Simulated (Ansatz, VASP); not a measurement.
**One calculation of Cu, two programs**

Contents of INCAR:

```
PREC = Accurate
ENCUT = 520
EDIFF = 1E-6
ISMEAR = 0
SIGMA = 0.15
LREAL = F
LASPH = T
NELM = 100
ALGO = Fast
ISIF = 2
LWAVE = F
LCHARG = F
GGA = PS
NBANDS = 18
```

Contents of KPOINTS:

```
Automatic mesh
0
Gamma
  14 14 8
```

POSCAR

```
Cu
1.0
    1.4450917219     -1.4450917219     -1.3600072129
    1.4450917219      1.4450917219     -1.3600072129
    2.8901834438      0.0000000000      2.7200144258
Cu
2
Direct
    0.0829164405     -0.0740258947     -0.0843997815
    0.4170835595      0.5740258947      0.5843997815
```

Input for Ansatz:

```yaml
crystal:
  lattice:
    - [1.4450917219, -1.4450917219, -1.3600072129]
    - [1.4450917219, 1.4450917219, -1.3600072129]
    - [2.8901834438, 0.0, 2.7200144258]
  atoms:
    - { symbol: Cu, position: [0.0829164405, -0.0740258947, -0.0843997815] }
    - { symbol: Cu, position: [0.4170835595, 0.5740258947, 0.5843997815] }
basis:
  ecutwfc: 420
kpoints:
  mp_grid: { grid: [14, 14, 8] }
hamiltonian:
  xc: pbesol
scf:
  occupations: { method: gaussian, width: 0.15 }
output:
  forces: true
  stress: true
  eigenvalues: true
```

Alike in both runs: task single point; functional PBEsol; k mesh 14 × 14 × 8; occupations gaussian, width 0.15 eV; no spin polarisation.

|  | VASP | Ansatz |
| --- | --- | --- |
| version | VASP 6.6.1 | Ansatz 0.2.0 |
| potentials or method | VASP PAW PBE potentials, release 64 (Cu), cutoff 520 eV | scalar-relativistic, plane waves, PAW |
| valence electrons in the cell | 22 | 38 |

```tsv
	VASP	Ansatz	Ansatz less VASP
gap on the k mesh at the Fermi level (eV)	none	none	-
rms of the force components (eV/Å)	11.821	12.420	+0.5985
```

VASP's potentials were made for PBE, not for PBEsol. Atom by atom the forces differ by 0.602 eV/Å (rms over components). A gap of «none» marks a metal or a gap that the smearing closes. VASP's potentials hold 22 valence electrons a cell and Ansatz's 38, so a difference there can come from the potentials and not from the codes.
